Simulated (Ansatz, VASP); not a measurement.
# One calculation of Al4Cd, two programs

File INCAR:

```
ALGO = Fast
EDIFF = 1E-7
EDIFFG = -0.04
ENCUT = 600
GGA = PE
IBRION = 2
ISIF = 3
ISMEAR = 0
LASPH = T
LCHARG = F
LREAL = F
LWAVE = F
NELM = 60
NSW = 90
PREC = Accurate
SIGMA = 0.1
```

Contents of KPOINTS:

```
k-points
0
Gamma
  6 6 6
```

The input POSCAR:

```
Al4Cd
1.0
    0.0000000000      3.0285678500      3.0285678500
    3.0285678500      0.0000000000      3.0285678500
    3.0285678500      3.0285678500      0.0000000000
Al Cd
4 1
Direct
    0.8662360800      0.8662360800      0.8662360800
    0.8662360800      0.8662360800      0.4012917500
    0.8662360800      0.4012917500      0.8662360800
    0.4012917500      0.8662360800      0.8662360800
    0.2500000000      0.2500000000      0.2500000000
```

Input for Ansatz:

```yaml
crystal:
  lattice:
    - [0.0, 3.02856785, 3.02856785]
    - [3.02856785, 0.0, 3.02856785]
    - [3.02856785, 3.02856785, 0.0]
  atoms:
    - { symbol: Al, position: [0.86623608, 0.86623608, 0.86623608] }
    - { symbol: Al, position: [0.86623608, 0.86623608, 0.40129175] }
    - { symbol: Al, position: [0.86623608, 0.40129175, 0.86623608] }
    - { symbol: Al, position: [0.40129175, 0.86623608, 0.86623608] }
    - { symbol: Cd, position: [0.25, 0.25, 0.25] }
basis:
  ecutwfc: 420
kpoints:
  mp_grid: { grid: [6, 6, 6] }
hamiltonian:
  xc: pbe
scf:
  occupations: { method: gaussian, width: 0.1 }
  lower_state_search: "off"
output:
  forces: true
  stress: true
  eigenvalues: true
relax:
  adjacent_minimum: "off"
  f_tol: 0.04
  max_steps: 70
  cell: { stress_tol: 0.4 }
```

Alike in both runs: task relaxation of cell and atoms; functional PBE; k mesh 6 × 6 × 6; occupations gaussian, width 0.1 eV; no spin polarisation.

|  | VASP | Ansatz |
| --- | --- | --- |
| version | VASP 6.6.1 | Ansatz 0.2.0 |
| potentials or method | VASP PAW PBE potentials, release 64 (Al, Cd), cutoff 600 eV | scalar-relativistic, plane waves, PAW |
| valence electrons in the cell | 24 | 32 |

```csv
,VASP,Ansatz,Ansatz less VASP
"gap on the k mesh at the Fermi level, each at its own relaxed structure (eV)",none,none,-
relaxed volume (Å³/atom),22.51,22.60,+0.084
relaxed cell length with the largest relative difference (Å),5.420,5.427,+0.0067
```

A gap of «none» marks a metal or a gap that the smearing closes. VASP's potentials hold 24 valence electrons a cell and Ansatz's 32, so a difference there can come from the potentials and not from the codes.

Noted on VASP's run: the volume moved by over 15 % at a fixed basis, so the end points are rough.
